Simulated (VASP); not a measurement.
# InSe (P6_3/mmc) in VASP: a series of runs

The runs below take InSe through single point, relaxation of cell and atoms, with PBE+D3(BJ).

Everything below comes from runs of VASP 6.6.1. Logs are shortened: lines on timing, memory, paths and dates and some standing lists are left out, and cuts for length are marked.

## (1) The cell of the first run

The structure is hexagonal, space group P6_3/mmc (No. 194). The conventional cell has a = 4.032 Å, b = 4.032 Å, c = 16.762 Å, α = 90.00°, β = 90.00°, γ = 120.00°. In (site symmetry 3m) has 3 Se at 2.66 Å and 1 In at 2.79 Å within 3.5 Å. Se (site symmetry 3m) has 3 In at 2.66 Å within 3.5 Å.

## (2) Single point, PBE+D3(BJ)

Contents of INCAR:

```
PREC = Accurate ; ENCUT = 520
EDIFF = 1E-6 ; ISMEAR = 0
SIGMA = 0.02 ; LREAL = False
LASPH = True ; NELM = 60
ALGO = Normal ; ISIF = 2
LWAVE = False ; LCHARG = False
GGA = PE ; IVDW = 12
NBANDS = 48
```

Contents of KPOINTS:

```
regular mesh
0
Gamma
  12 12 2
```

Contents of POSCAR:

```
InSe
1.0
    4.0317714915      0.0000000000      0.0000000000
   -2.0158857457      3.4916165339      0.0000000000
    0.0000000000      0.0000000000     16.7623717686
In Se
4 4
Direct
    0.3333333333      0.6666666667      0.1666581961
    0.6666666667      0.3333333333      0.6666581961
    0.3333333333      0.6666666667      0.3333418039
    0.6666666667      0.3333333333      0.8333418039
    0.3333333333      0.6666666667      0.5898711358
    0.6666666667      0.3333333333      0.0898711358
    0.3333333333      0.6666666667      0.9101288642
    0.6666666667      0.3333333333      0.4101288642
```

Potentials or basis: VASP PAW PBE potentials, release 64 (In_d, Se).

The run is started by

```sh
$ cat potpaw_PBE.64/In_d/POTCAR potpaw_PBE.64/Se/POTCAR > POTCAR
$ mpirun -np 1 vasp_std > vasp.out
```

OUTCAR:

```text
PREC = Accurate
   ENCUT = 520
   EDIFF = 1E-6
   ISMEAR = 0
   LREAL = False
   LASPH = True
   NELM = 60
   ISIF = 2
   GGA = PE
   IVDW = 12
 IVDW          = 12

 ion  position               nearest neighbor table
   1  0.333  0.667  0.167-   6 2.66   6 2.66   6 2.66   3 2.79
   2  0.667  0.333  0.667-   5 2.66   5 2.66   5 2.66   4 2.79
   3  0.333  0.667  0.333-   8 2.66   8 2.66   8 2.66   1 2.79
   4  0.667  0.333  0.833-   7 2.66   7 2.66   7 2.66   2 2.79
   5  0.333  0.667  0.590-   2 2.66   2 2.66   2 2.66
   6  0.667  0.333  0.090-   1 2.66   1 2.66   1 2.66
   7  0.333  0.667  0.910-   4 2.66   4 2.66   4 2.66
   8  0.667  0.333  0.410-   3 2.66   3 2.66   3 2.66

  LATTYP: Found a hexagonal cell.
 ALAT       =     4.0317714915
 C/A-ratio  =     4.1575698930

  Lattice vectors:

 A1 = (   4.0317714915,   0.0000000000,   0.0000000000)
 A2 = (  -2.0158857457,   3.4916165339,   0.0000000000)
 A3 = (   0.0000000000,   0.0000000000,  16.7623717686)

Analysis of symmetry for initial positions (statically):
=====================================================================
 Subroutine PRICEL returns:
 Original cell was already a primitive cell.

 Routine SETGRP: Setting up the symmetry group for a
 hexagonal supercell.

 Subroutine GETGRP returns: Found 24 space group operations
 (whereof 12 operations were pure point group operations)
 out of a pool of 24 trial point group operations.

The static configuration has the point symmetry D_3d.
 The point group associated with its full space group is D_6h.

Analysis of symmetry for dynamics (positions and initial velocities):
=====================================================================
 Subroutine PRICEL returns:
 Original cell was already a primitive cell.

 Routine SETGRP: Setting up the symmetry group for a
 hexagonal supercell.

 Subroutine GETGRP returns: Found 24 space group operations
 (whereof 12 operations were pure point group operations)
 out of a pool of 24 trial point group operations.

The dynamic configuration has the point symmetry D_3d.
 The point group associated with its full space group is D_6h.

 Subroutine INISYM returns: Found 24 space group operations
 (whereof 12 operations are pure point group operations),
 and found     1 'primitive' translations

----------------------------------------------------------------------------------------

                                     Primitive cell

  volume of cell :     235.9706

  direct lattice vectors                    reciprocal lattice vectors
     4.031771491  0.000000000  0.000000000     0.248029930  0.143200147  0.000000000
    -2.015885746  3.491616534  0.000000000     0.000000000  0.286400293  0.000000000
     0.000000000  0.000000000 16.762371769     0.000000000  0.000000000  0.059657429

  length of vectors
     4.031771491  4.031771491 16.762371769     0.286400293  0.286400293  0.059657429

  position of ions in fractional coordinates (direct lattice)
     0.333333333  0.666666667  0.166658196
     0.666666667  0.333333333  0.666658196
     0.333333333  0.666666667  0.333341804
     0.666666667  0.333333333  0.833341804
     0.333333333  0.666666667  0.589871136
     0.666666667  0.333333333  0.089871136
     0.333333333  0.666666667  0.910128864
     0.666666667  0.333333333  0.410128864

  ion indices of the primitive-cell ions
   primitive index   ion index
                 1           1
                 2           2
                 3           3
                 4           4
                 5           5
                 6           6
                 7           7
                 8           8

----------------------------------------------------------------------------------------

 KPOINTS: regular mesh

Automatic generation of k-mesh.
 Grid dimensions read from file:
 generate k-points for:   12   12    2

 Generating k-lattice:

  Cartesian coordinates                     Fractional coordinates (reciprocal lattice)
     0.020669161  0.011933346  0.000000000     0.083333333  0.000000000  0.000000000
     0.000000000  0.023866691  0.000000000     0.000000000  0.083333333  0.000000000
     0.000000000  0.000000000  0.029828714     0.000000000  0.000000000  0.500000000

  Length of vectors
     0.023866691  0.023866691  0.029828714

  Shift w.r.t. Gamma in fractional coordinates (k-lattice)
     0.000000000  0.000000000  0.000000000

 Subroutine IBZKPT returns following result:
 ===========================================

 Found     38 irreducible k-points:

 Following reciprocal coordinates:
            Coordinates               Weight
  0.000000  0.000000  0.000000      1.000000
  0.083333 -0.000000  0.000000      6.000000
  0.166667 -0.000000  0.000000      6.000000
  0.250000  0.000000  0.000000      6.000000
  0.333333 -0.000000  0.000000      6.000000
  0.416667 -0.000000  0.000000      6.000000
[... 16 lines left out ...]
  0.250000  0.000000  0.500000      6.000000
  0.333333 -0.000000  0.500000      6.000000
 [... further k-points ...]
   k-points           NKPTS =     38   k-points in BZ     NKDIM =     38   number of bands    NBANDS=     48
   number of dos      NEDOS =    301   number of ions     NIONS =      8
   total plane-waves  NPLWV = 113400
   dimension x,y,z NGX =    30 NGY =   30 NGZ =  126
   dimension x,y,z NGXF=    60 NGYF=   60 NGZF=  252
   ions per type =               4   4
   NGX,Y,Z   is equivalent  to a cutoff of  12.37, 12.37, 12.50 a.u.
   NGXF,Y,Z  is equivalent  to a cutoff of  24.74, 24.74, 24.99 a.u.
 SYSTEM =  unknown system
   PREC   = accura    normal or accurate (medium, high low for compatibility)
   ISTART =      0    job   : 0-new  1-cont  2-samecut
   ICHARG =      2    charge: 1-file 2-atom 10-const
   ISPIN  =      1    spin polarized calculation?
   LNONCOLLINEAR =      F non collinear calculations
   LSORBIT =      F    spin-orbit coupling
   LASPH  =      T    aspherical Exc in radial PAW
   ENCUT  =  520.0 eV  38.22 Ry    6.18 a.u.   7.50  7.50 31.17*2*pi/ulx,y,z
   NELM   =     60;   NELMIN=  2; NELMDL= -5     # of ELM steps
   EDIFF  = 0.1E-05   stopping-criterion for ELM
   LREAL  =      F    real-space projection
   EDIFFG = 0.1E-04   stopping-criterion for IOM
   NSW    =      0    number of steps for IOM
   IBRION =     -1    ionic relax: 0-MD 1-quasi-New 2-CG
   NFREE  =      0    steps in history (QN), initial steepest desc. (CG)
   ISIF   =      2    stress and relaxation
   ISYM   =      2    0-nonsym 1-usesym 2-fastsym
   POTIM  = 0.5000    time-step for ionic-motion
   TEBEG  =    0.0;   TEEND  =   0.0 temperature during run
   PSTRESS=    0.0 pullay stress
   NELECT =      76.0000    total number of electrons
   NUPDOWN=      -1.0000    fix difference up-down
   EMIN   =  10.00;   EMAX   =-10.00  energy-range for DOS
   EFERMI =   0.00;   METHOD = LEGACY
   ISMEAR =     0;   SIGMA  =   0.02  broadening in eV -4-tet -1-fermi 0-gaus
   EFERMI_NEDOS =   21; number of points for ismear=-14 and -15
   IALGO  =     38    algorithm
   IMIX   =      4    mixing-type and parameters
     AMIX     =   0.40;   BMIX     =  1.00
     AMIX_MAG =   1.60;   BMIX_MAG =  1.00
  volume/ion in A,a.u.               =      29.50       199.05
  Fermi-wavevector in a.u.,A,eV,Ry     =   1.122174  2.120601 17.133458  1.259274
  Thomas-Fermi vector in A             =   2.258832
   LORBIT       =      0    0 simple, 1 ext, 2 COOP (PROOUT), +10 PAW based schemes
   GGA     = PE    functional components
   LHFCALC =     F    Hartree Fock is set to
   AEXX    =    0.0000 exact exchange contribution
   IVDW    =    12    specifies the selected vdW correction
   LEPSILON=     F    determine dielectric tensor
   LRPA    =     F    only Hartree local field effects (RPA)
 non-spin polarized calculation
 Gauss-broadening in eV      SIGMA  =   0.02
  energy-cutoff  :      520.00
  volume of cell :      235.97
 maximum number of plane-waves:      6404
 NGX is ok and might be reduce to    30
   NGX = 15   NGY = 15   NGZ = 63

 number of electron      76.0000013 magnetization

 Free energy of the ion-electron system (eV)
  ---------------------------------------------------
  ext. energy  EPLUGINS =         0.00000000
  ---------------------------------------------------
  free energy    TOTEN  =       -28.32078035 eV

  energy without entropy =      -28.32078035  energy(sigma->0) =      -28.32078035

 E-fermi :   4.1165     XC(G=0):  -8.8748

 val. band max:        4.0144684911   @ k =   0.0000   0.0000   0.0000
 cond. band min:       4.3702278079   @ k =   0.0000   0.0000   0.0000
 fundamental gap:      0.3557593168
 Fermi energy:         4.1164619859

 k-point     1 :       0.0000    0.0000    0.0000
  band No.  band energies     occupation
      1     -10.7719      2.00000
      2     -10.7711      2.00000
      3     -10.5869      2.00000
      4     -10.5869      2.00000
      5     -10.5865      2.00000
      6     -10.5865      2.00000
[... 40 lines left out ...]
     47       9.1001      0.00000
     48       9.4055      0.00000

 k-point     2 :       0.0833   -0.0000    0.0000
  band No.  band energies     occupation
      1     -10.7714      2.00000
      2     -10.7706      2.00000
      3     -10.6126      2.00000
      4     -10.6091      2.00000
      5     -10.5859      2.00000
      6     -10.5854      2.00000
[... 40 lines left out ...]
     47       8.9841      0.00000
     48       9.2425      0.00000

 k-point     3 :       0.1667   -0.0000    0.0000
  band No.  band energies     occupation
      1     -10.7739      2.00000
      2     -10.7736      2.00000
      3     -10.6688      2.00000
      4     -10.6594      2.00000
      5     -10.6016      2.00000
      6     -10.5912      2.00000
[... 40 lines left out ...]
     47       8.5037      0.00000
     48       8.9108      0.00000

 k-point     4 :       0.2500    0.0000    0.0000
  band No.  band energies     occupation
      1     -10.7978      2.00000
      2     -10.7936      2.00000
      3     -10.7088      2.00000
      4     -10.7007      2.00000
      5     -10.6752      2.00000
      6     -10.6621      2.00000
[... 958 lines left out ...]
     47       8.6537      0.00000
     48       8.6537      0.00000

 k-point    23 :       0.2500    0.0000    0.5000
  band No.  band energies     occupation
      1     -10.7957      2.00000
      2     -10.7957      2.00000
      3     -10.7057      2.00000
      4     -10.7057      2.00000
      5     -10.6677      2.00000
      6     -10.6677      2.00000
[... 40 lines left out ...]
     47       8.5644      0.00000
     48       8.5644      0.00000

 k-point    24 :       0.3333   -0.0000    0.5000
  band No.  band energies     occupation
      1     -10.8382      2.00000
      2     -10.8382      2.00000
      3     -10.7299      2.00000
      4     -10.7299      2.00000
      5     -10.7134      2.00000
      6     -10.7134      2.00000
[... 40 lines left out ...]
     47       8.5451      0.00000
     48       8.5451      0.00000

 [... further k-points ...]

------------------------ aborting loop because EDIFF is reached ----------------------------------------

 Edisp (eV)   -2.37451

 E8    (eV) :    -1.0880

  FORCE on cell =-STRESS in cart. coord.  units (eV):
  Direction    XX          YY          ZZ          XY          YZ          ZX
  --------------------------------------------------------------------------------------
  -------------------------------------------------------------------------------------
  Total       0.06364     0.06364     0.04712     0.00000    -0.00000     0.00000
  in kB       0.43210     0.43210     0.31994     0.00000    -0.00000     0.00000
  external pressure =        0.39 kB  Pullay stress =        0.00 kB

 VOLUME and BASIS-vectors are now :
 -----------------------------------------------------------------------------
  energy-cutoff  :      520.00
  volume of cell :      235.97
      direct lattice vectors                 reciprocal lattice vectors
     4.031771491  0.000000000  0.000000000     0.248029930  0.143200147  0.000000000
    -2.015885746  3.491616534  0.000000000     0.000000000  0.286400293  0.000000000
     0.000000000  0.000000000 16.762371769     0.000000000  0.000000000  0.059657429

 POSITION                                       TOTAL-FORCE (eV/Angst)
 -----------------------------------------------------------------------------------
     -0.00000      2.32774      2.79359         0.000000      0.000000      0.015798
      2.01589      1.16387     11.17477        -0.000000      0.000000      0.015798
     -0.00000      2.32774      5.58760         0.000000     -0.000000     -0.015798
      2.01589      1.16387     13.96879         0.000000     -0.000000     -0.015798
     -0.00000      2.32774      9.88764        -0.000000     -0.000000     -0.013006
      2.01589      1.16387      1.50645        -0.000000     -0.000000     -0.013006
     -0.00000      2.32774     15.25592         0.000000      0.000000      0.013006
      2.01589      1.16387      6.87473        -0.000000      0.000000      0.013006
 -----------------------------------------------------------------------------------
    total drift:                               -0.000000      0.000000      0.000000

  FREE ENERGIE OF THE ION-ELECTRON SYSTEM (eV)
  ---------------------------------------------------
  free  energy   TOTEN  =       -30.6952854352 eV

  energy  without entropy=      -30.6952854352  energy(sigma->0) =      -30.69528544
```

It took 3.9 min on 1 thread of Intel Xeon 6975P-C (Granite Rapids), shared host; peak memory 0.53 GiB.

What came out:

| Item | Value |
| --- | --- |
| Free energy | -30.6953 eV |
| Pressure | 0.0 GPa |
| Largest force | 0.016 eV/Å |
| Band gap on the k mesh | 0.36 eV |
| Dispersion energy per atom | -0.297 eV |

Forces in eV/Å, atoms in the order of the input:
```
In   0.000  0.000  0.016
In   0.000  0.000  0.016
In   0.000  0.000 -0.016
In   0.000  0.000 -0.016
Se   0.000  0.000 -0.013
Se   0.000  0.000 -0.013
Se   0.000  0.000  0.013
Se   0.000  0.000  0.013
```

Caveat: spin-orbit coupling is left out, which moves the levels of the heavy elements.

(Part 1 of 2 ends here.)
